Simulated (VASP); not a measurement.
# Pt (Im-3m) in VASP: a series of runs

Pt is run at these levels: BLYP+D4, PBEsol, BLYP+D3(BJ); tasks: single point.

Everything below comes from runs of VASP 6.6.1. Logs are shortened: lines on timing, memory, paths and dates and some standing lists are left out, and cuts for length are marked.

**1. The cell of the first run**

It takes space group Im-3m (No. 229, cubic). Conventional cell: a = 3.161 Å, b = 3.161 Å, c = 3.161 Å, α = 90.00°, β = 90.00°, γ = 90.00°. Pt (site symmetry m-3m) has 14 Pt at 2.74 to 3.16 Å within 3.6 Å.

**2. Single point, BLYP+D4**

File INCAR:

```
SYSTEM = Pt
PREC = Accurate
ENCUT = 500
EDIFF = 1E-6
ISMEAR = -1
SIGMA = 0.05
LREAL = .False.
LASPH = .True.
NELM = 120
ALGO = Normal
ISIF = 2
LWAVE = .False.
LCHARG = .True.
GGA = B5
ALDAX = 1.0
AGGAX = 1.0
AGGAC = 1.0
ALDAC = 0.0
IVDW = 13
VDW_S6 = 1.0
VDW_S8 = 2.34076671
VDW_A1 = 0.44488865
VDW_A2 = 4.0933009
LELF = .True.
LVHAR = .True.
NBANDS = 15
GGA_COMPAT = .False.
```

File KPOINTS:

```
Automatic mesh
0
Gamma
  12 12 12
  0 0 0
```

File POSCAR:

```
Pt
1.0
   -1.5806174466      1.5806174466      1.5806174466
    1.5806174466     -1.5806174466      1.5806174466
    1.5806174466      1.5806174466     -1.5806174466
Pt
1
Direct
    0.0000000000      0.0000000000      0.0000000000
```

Potentials or basis: VASP PAW PBE potentials, release 64 (Pt_sv_GW).

The run is started by

```
$ cat potpaw_PBE.64/Pt_sv_GW/POTCAR > POTCAR
$ mpirun -np 1 vasp_std > vasp.out
```

OUTCAR:

```text
SYSTEM = Pt
   PREC = Accurate
   ENCUT = 500
   EDIFF = 1E-6
   ISMEAR = -1
   LREAL = .False.
   LASPH = .True.
   NELM = 120
   ISIF = 2
   GGA = B5
   IVDW = 13

 ion  position               nearest neighbor table
   1  0.000  0.000  0.000-

  LATTYP: Found a body centered cubic cell.
 ALAT       =     3.1612348932

  Lattice vectors:

 A1 = (  -1.5806174466,   1.5806174466,   1.5806174466)
 A2 = (   1.5806174466,  -1.5806174466,   1.5806174466)
 A3 = (   1.5806174466,   1.5806174466,  -1.5806174466)

Analysis of symmetry for initial positions (statically):
=====================================================================
 Subroutine PRICEL returns:
 Original cell was already a primitive cell.

 Routine SETGRP: Setting up the symmetry group for a
 body centered cubic supercell.

 Subroutine GETGRP returns: Found 48 space group operations
[... 9 lines left out ...]

 Routine SETGRP: Setting up the symmetry group for a
 body centered cubic supercell.

 Subroutine GETGRP returns: Found 48 space group operations
[... 11 lines left out ...]
                                     Primitive cell

  volume of cell :      15.7958

  direct lattice vectors                    reciprocal lattice vectors
    -1.580617447  1.580617447  1.580617447     0.000000000  0.316332077  0.316332077
     1.580617447 -1.580617447  1.580617447     0.316332077  0.000000000  0.316332077
     1.580617447  1.580617447 -1.580617447     0.316332077  0.316332077  0.000000000

  length of vectors
     2.737709725  2.737709725  2.737709725     0.447361114  0.447361114  0.447361114

  position of ions in fractional coordinates (direct lattice)
     0.000000000  0.000000000  0.000000000

  ion indices of the primitive-cell ions
   primitive index   ion index
                 1           1

----------------------------------------------------------------------------------------

 KPOINTS: Automatic mesh

Automatic generation of k-mesh.
 Grid dimensions read from file:
 generate k-points for:   12   12   12

 Generating k-lattice:

  Cartesian coordinates                     Fractional coordinates (reciprocal lattice)
     0.000000000  0.026361006  0.026361006     0.083333333  0.000000000  0.000000000
     0.026361006  0.000000000  0.026361006     0.000000000  0.083333333  0.000000000
     0.026361006  0.026361006  0.000000000     0.000000000  0.000000000  0.083333333

  Length of vectors
     0.037280093  0.037280093  0.037280093

  Shift w.r.t. Gamma in fractional coordinates (k-lattice)
     0.000000000  0.000000000  0.000000000

 Subroutine IBZKPT returns following result:
 ===========================================

 Found     72 irreducible k-points:

 Following reciprocal coordinates:
            Coordinates               Weight
  0.000000  0.000000  0.000000      1.000000
  0.083333  0.000000  0.000000     12.000000
  0.166667  0.000000  0.000000     12.000000
  0.250000  0.000000  0.000000     12.000000
  0.333333  0.000000  0.000000     12.000000
  0.416667  0.000000  0.000000     12.000000
[... 16 lines left out ...]
  0.333333  0.083333  0.083333     24.000000
  0.416667  0.083333  0.083333     12.000000
 [... further k-points ...]
   k-points           NKPTS =     72   k-points in BZ     NKDIM =     72   number of bands    NBANDS=     15
   number of dos      NEDOS =    301   number of ions     NIONS =      1
   total plane-waves  NPLWV =   8000
   dimension x,y,z NGX =    20 NGY =   20 NGZ =   20
   dimension x,y,z NGXF=    40 NGYF=   40 NGZF=   40
   ions per type =               1
   NGX,Y,Z   is equivalent  to a cutoff of  12.14, 12.14, 12.14 a.u.
   NGXF,Y,Z  is equivalent  to a cutoff of  24.29, 24.29, 24.29 a.u.
 SYSTEM =  Pt
   PREC   = accura    normal or accurate (medium, high low for compatibility)
   ISTART =      0    job   : 0-new  1-cont  2-samecut
   ICHARG =      2    charge: 1-file 2-atom 10-const
   ISPIN  =      1    spin polarized calculation?
   LNONCOLLINEAR =      F non collinear calculations
   LSORBIT =      F    spin-orbit coupling
   LASPH  =      T    aspherical Exc in radial PAW
   ENCUT  =  500.0 eV  36.75 Ry    6.06 a.u.   4.99  4.99  4.99*2*pi/ulx,y,z
   NELM   =    120;   NELMIN=  2; NELMDL= -5     # of ELM steps
   EDIFF  = 0.1E-05   stopping-criterion for ELM
   LREAL  =      F    real-space projection
   EDIFFG = 0.1E-04   stopping-criterion for IOM
   NSW    =      0    number of steps for IOM
   IBRION =     -1    ionic relax: 0-MD 1-quasi-New 2-CG
   NFREE  =      0    steps in history (QN), initial steepest desc. (CG)
   ISIF   =      2    stress and relaxation
   ISYM   =      2    0-nonsym 1-usesym 2-fastsym
   POTIM  = 0.5000    time-step for ionic-motion
   TEBEG  =    0.0;   TEEND  =   0.0 temperature during run
   PSTRESS=    0.0 pullay stress
   NELECT =      18.0000    total number of electrons
   NUPDOWN=      -1.0000    fix difference up-down
   EMIN   =  10.00;   EMAX   =-10.00  energy-range for DOS
   EFERMI =   0.00;   METHOD = LEGACY
   ISMEAR =    -1;   SIGMA  =   0.05  broadening in eV -4-tet -1-fermi 0-gaus
   EFERMI_NEDOS =   21; number of points for ismear=-14 and -15
   IALGO  =     38    algorithm
   IMIX   =      4    mixing-type and parameters
     AMIX     =   0.40;   BMIX     =  1.00
     AMIX_MAG =   1.60;   BMIX_MAG =  1.00
  volume/ion in A,a.u.               =      15.80       106.59
  Fermi-wavevector in a.u.,A,eV,Ry     =   1.709958  3.231353 39.782864  2.923958
  Thomas-Fermi vector in A             =   2.788346
   LORBIT       =      0    0 simple, 1 ext, 2 COOP (PROOUT), +10 PAW based schemes
   GGA     = B5    functional components
   LHFCALC =     F    Hartree Fock is set to
   AEXX    =    0.0000 exact exchange contribution
   IVDW    =    13    specifies the selected vdW correction
   LEPSILON=     F    determine dielectric tensor
   LRPA    =     F    only Hartree local field effects (RPA)
 non-spin polarized calculation
  energy-cutoff  :      500.00
  volume of cell :       15.80
 maximum number of plane-waves:       420
   NGX =  9   NGY =  9   NGZ =  9

 number of electron      17.9999998 magnetization

 Free energy of the ion-electron system (eV)
  ---------------------------------------------------
  ext. energy  EPLUGINS =         0.00000000
  ---------------------------------------------------
  free energy    TOTEN  =        -4.94809651 eV

  energy without entropy =       -4.94180064  energy(sigma->0) =       -4.94494858

 E-fermi :  10.2271     XC(G=0): -13.1055

 val. band max:       10.1679245282   @ k =   0.5000   0.5000   0.4167
 cond. band min:      10.2576896459   @ k =  -0.4167  -0.4167   0.1667
 fundamental gap:      0.0897651177
 Fermi energy:        10.2271442026

 k-point     1 :       0.0000    0.0000    0.0000
  band No.  band energies     occupation
      1     -87.3147      2.00000
      2     -41.6012      2.00000
      3     -41.6012      2.00000
      4     -41.6012      2.00000
      5       0.9709      2.00000
      6       6.7856      2.00000
      7       6.7856      2.00000
      8       6.7856      2.00000
      9       9.2692      2.00000
     10       9.2692      2.00000
     11      27.6428      0.00000
     12      27.6428      0.00000
     13      27.6428      0.00000
     14      37.7220      0.00000
     15      37.7228      0.00000

 k-point     2 :       0.0833    0.0000    0.0000
  band No.  band energies     occupation
      1     -87.3133      2.00000
      2     -41.6311      2.00000
      3     -41.6119      2.00000
      4     -41.6013      2.00000
      5       1.2543      2.00000
      6       6.6783      2.00000
      7       6.7875      2.00000
      8       7.0114      2.00000
      9       9.1353      2.00000
     10       9.2767      2.00000
     11      27.7628      0.00000
     12      27.8529      0.00000
     13      28.0558      0.00000
     14      34.8397      0.00000
     15      35.2289      0.00000

 k-point     3 :       0.1667    0.0000    0.0000
  band No.  band energies     occupation
      1     -87.3078      2.00000
      2     -41.7084      2.00000
      3     -41.6395      2.00000
      4     -41.6006      2.00000
      5       2.0419      2.00000
      6       6.3973      2.00000
      7       6.7768      2.00000
      8       7.6665      2.00000
      9       8.9002      2.00000
     10       9.3067      2.00000
     11      27.5473      0.00000
     12      27.6707      0.00000
     13      29.2332      0.00000
     14      32.9519      0.00000
     15      33.1900      0.00000

 k-point     4 :       0.2500    0.0000    0.0000
  band No.  band energies     occupation
      1     -87.3006      2.00000
      2     -41.8133      2.00000
      3     -41.6771      2.00000
      4     -41.6004      2.00000
      5       3.0640      2.00000
      6       6.0375      2.00000
      7       6.8948      2.00000
      8       8.6692      2.00000
      9       8.8429      2.00000
     10       9.3694      2.00000
     11      25.0006      0.00000
     12      26.6061      0.00000
     13      31.0032      0.00000
     14      31.9340      0.00000
     15      33.0144      0.00000
[... 307 lines left out ...]
 k-point    22 :       0.2500    0.0833    0.0833
  band No.  band energies     occupation
      1     -87.2915      2.00000
      2     -41.9214      2.00000
      3     -41.7103      2.00000
      4     -41.6252      2.00000
      5       4.2472      2.00000
      6       5.6652      2.00000
      7       6.7891      2.00000
      8       9.0871      2.00000
      9       9.4584      2.00000
     10      11.1569      0.00000
     11      21.3203      0.00000
     12      24.9922      0.00000
     13      26.0836      0.00000
     14      31.8482      0.00000
     15      36.8792      0.00000

 k-point    23 :       0.3333    0.0833    0.0833
  band No.  band energies     occupation
      1     -87.2872      2.00000
      2     -41.9731      2.00000
      3     -41.7500      2.00000
      4     -41.6264      2.00000
      5       4.3069      2.00000
      6       5.4666      2.00000
      7       8.0758      2.00000
      8       9.1978      2.00000
      9       9.5590      2.00000
     10      12.7291      0.00000
     11      18.0613      0.00000
     12      24.0587      0.00000
     13      24.9014      0.00000
     14      33.7333      0.00000
     15      35.4487      0.00000

 k-point    24 :       0.4167    0.0833    0.0833
  band No.  band energies     occupation
      1     -87.2858      2.00000
      2     -41.9914      2.00000
      3     -41.7655      2.00000
      4     -41.6269      2.00000
      5       4.2647      2.00000
      6       5.3979      2.00000
      7       8.8307      2.00000
      8       9.2177      2.00000
      9       9.5953      1.99999
     10      13.8321      0.00000
     11      16.2513      0.00000
     12      23.7268      0.00000
     13      24.3809      0.00000
     14      34.6769      0.00000
     15      34.9184      0.00000

 [... further k-points ...]

------------------------ aborting loop because EDIFF is reached ----------------------------------------

  DFT-D4 for vdW energy calculation

  Edisp (eV):   -1.42439

  FORCE on cell =-STRESS in cart. coord.  units (eV):
  Direction    XX          YY          ZZ          XY          YZ          ZX
  --------------------------------------------------------------------------------------
  -------------------------------------------------------------------------------------
  Total      -0.17510    -0.17510    -0.17510     0.00000    -0.00000     0.00000
  in kB     -17.76075   -17.76075   -17.76075     0.00000    -0.00000     0.00000
  external pressure =      -17.76 kB  Pullay stress =        0.00 kB

 VOLUME and BASIS-vectors are now :
 -----------------------------------------------------------------------------
  energy-cutoff  :      500.00
  volume of cell :       15.80
      direct lattice vectors                 reciprocal lattice vectors
    -1.580617447  1.580617447  1.580617447     0.000000000  0.316332077  0.316332077
     1.580617447 -1.580617447  1.580617447     0.316332077  0.000000000  0.316332077
     1.580617447  1.580617447 -1.580617447     0.316332077  0.316332077  0.000000000

 POSITION                                       TOTAL-FORCE (eV/Angst)
 -----------------------------------------------------------------------------------
      0.00000      0.00000      0.00000         0.000000      0.000000     -0.000000
 -----------------------------------------------------------------------------------
    total drift:                                0.000000     -0.000000      0.000000

  FREE ENERGIE OF THE ION-ELECTRON SYSTEM (eV)
  ---------------------------------------------------
  free  energy   TOTEN  =        -6.3724869600 eV

  energy  without entropy=       -6.3661910914  energy(sigma->0) =       -6.36933903
```

It took 14 s on 1 thread of Intel Xeon Platinum 8375C at 2.90GHz (Ice Lake), shared host; peak memory 0.14 GiB.

What came out:

```
Free energy                : -6.3725 eV
Pressure                   : -1.8 GPa
Band gap on the k mesh     : zero (band 9 reaches 11.29 eV, above the bottom of band 10 at 9.12 eV)
Dispersion energy per atom : -1.424 eV
```

Caveat: the PAW data sets were made with another functional, which shifts forces and pressure a little; spin-orbit coupling is left out, which moves the levels of the heavy elements; pairwise dispersion overbinds metals, which lowers pressure and volume.

**3. Single point, PBEsol, non-collinear spin, zero start, spin-orbit coupling**

This run uses another cell than the first one, of 15.90 Å³/atom, 1.007 times its volume.

File INCAR:

```
SYSTEM = Pt
PREC = Accurate ; ENCUT = 500
EDIFF = 1E-6 ; ISMEAR = -1
SIGMA = 0.05 ; LREAL = .False.
LASPH = .True. ; NELM = 200
ALGO = Normal ; ISIF = 2
LWAVE = .False. ; LCHARG = .False.
MAGMOM = 0 0 0 ; LORBIT = 11
LSORBIT = .True. ; GGA_COMPAT = .False.
LORBMOM = .True. ; LMAXMIX = 4
GGA = PS ; NBANDS = 21
```

KPOINTS is that of step 2.

File POSCAR:

```
Pt
1.0
   -1.5842200000      1.5842200000      1.5842200000
    1.5842200000     -1.5842200000      1.5842200000
    1.5842200000      1.5842200000     -1.5842200000
Pt
1
Direct
    0.0000000000      0.0000000000      0.0000000000
```

Potentials or basis: VASP PAW PBE potentials, release 64 (Pt).

The run is started by

```
$ cat potpaw_PBE.64/Pt/POTCAR > POTCAR
$ mpirun -np 1 vasp_ncl > vasp.out
```

Run time: 18 s. Hardware: 1 thread of Intel Xeon 6975P-C (Granite Rapids), shared host; peak memory 0.18 GiB.

The run converged. Its results:

```yaml
Free_energy: -7.2206 eV
Pressure: -10.9 GPa
Net_moment: 0.00 μB per cell
Valence_electrons_inside_the_program's_atomic_spheres: Pt 9.17
```

Moments on the atoms (μB; x, y, z):
```
Pt  0.00 0.00 0.00
```

Caveat: the PAW data sets were made with another functional, which shifts forces and pressure a little.

**4. Single point, BLYP+D3(BJ)**

This run uses another cell than the first one, of 15.52 Å³/atom, 0.982 times its volume.

File INCAR:

```
PREC = Accurate
ENCUT = 500
EDIFF = 1E-6
ISMEAR = -1
SIGMA = 0.05
LREAL = F
LASPH = T
NELM = 120
ALGO = Normal
ISIF = 2
LWAVE = F
LCHARG = F
GGA = B5
ALDAX = 1.0
AGGAX = 1.0
AGGAC = 1.0
ALDAC = 0.0
IVDW = 12
VDW_S6 = 1.0
VDW_S8 = 2.6996
VDW_A1 = 0.4298
VDW_A2 = 4.2359
NBANDS = 15
GGA_COMPAT = F
```

File KPOINTS:

```
regular mesh
0
Gamma
  12 12 12
```

File POSCAR:

```
Pt
1.0
   -1.5713192223      1.5713192223      1.5713192223
    1.5713192223     -1.5713192223      1.5713192223
    1.5713192223      1.5713192223     -1.5713192223
Pt
1
Direct
    0.0000000000      0.0000000000      0.0000000000
```

Potentials or basis: VASP PAW PBE potentials, release 64 (Pt_sv_GW).

The run is started by

```
$ cat potpaw_PBE.64/Pt_sv_GW/POTCAR > POTCAR
$ mpirun -np 1 vasp_std > vasp.out
```

Wall time 16 s (1 thread of Intel Xeon Platinum 8259CL at 2.50GHz (Skylake/Cascade Lake), shared host); peak memory 0.14 GiB.

The run converged. Its results:

- Free energy: -6.6751 eV
- Pressure: -1.7 GPa
- Band gap on the k mesh: zero (band 9 reaches 11.64 eV, above the bottom of band 10 at 9.39 eV)
- Dispersion energy per atom: -1.758 eV

Levels at points of the mesh, in eV from the Fermi level:
| k point | band 5 | band 6 | band 7 | band 8 | band 9 | band 10 | band 11 | band 12 | band 13 | band 14 |
| --- | --- | --- | --- | --- | --- | --- | --- | --- | --- | --- |
| (0.00, 0.00, 0.00) | -9.43 | -3.53 | -3.53 | -3.53 | -0.98 | -0.98 | 17.42 | 17.42 | 17.42 | 27.86 |
| (0.50, 0.00, 0.00) | -6.60 | -4.97 | -1.17 | -0.66 | 0.59 | 1.15 | 6.55 | 13.61 | 16.16 | 24.22 |
| (0.50, 0.50, 0.50) | -6.13 | -6.13 | 0.60 | 0.60 | 0.60 | 8.00 | 8.00 | 8.00 | 13.07 | 19.80 |

Caveat: the PAW data sets were made with another functional, which shifts forces and pressure a little; spin-orbit coupling is left out, which moves the levels of the heavy elements; pairwise dispersion overbinds metals, which lowers pressure and volume.

**5. The runs side by side**

| level | potentials or basis | spin | cell | second run | gap on the mesh (eV) | pressure (GPa) |
| --- | --- | --- | --- | --- | --- | --- |
| BLYP+D4 | VASP PAW PBE potentials, release 64 (Pt_sv_GW) | off | a = 2.738 Å, angles 109.5°, 1 atom | valence_matched | none | -1.8 |
| PBEsol | VASP PAW PBE potentials, release 64 (Pt) | non-collinear, zero start, SOC | a = 2.744 Å, angles 109.5°, 1 atom | - | - | -10.9 |
| BLYP+D3(BJ) | VASP PAW PBE potentials, release 64 (Pt_sv_GW) | off | a = 2.722 Å, angles 109.5°, 1 atom | valence_matched | none | -1.7 |

Alike in all rows: task single point; k mesh 12 × 12 × 12; cutoff (eV) 500; smearing fermi-dirac 0.05 eV.

Caveats: the PAW data sets were made with another functional, which shifts forces and pressure a little; spin-orbit coupling is left out, which moves the levels of the heavy elements (some runs); pairwise dispersion overbinds metals, which lowers pressure and volume (some runs).

Total energies depend on the potentials used, so only differences within one code and one set of settings carry meaning.
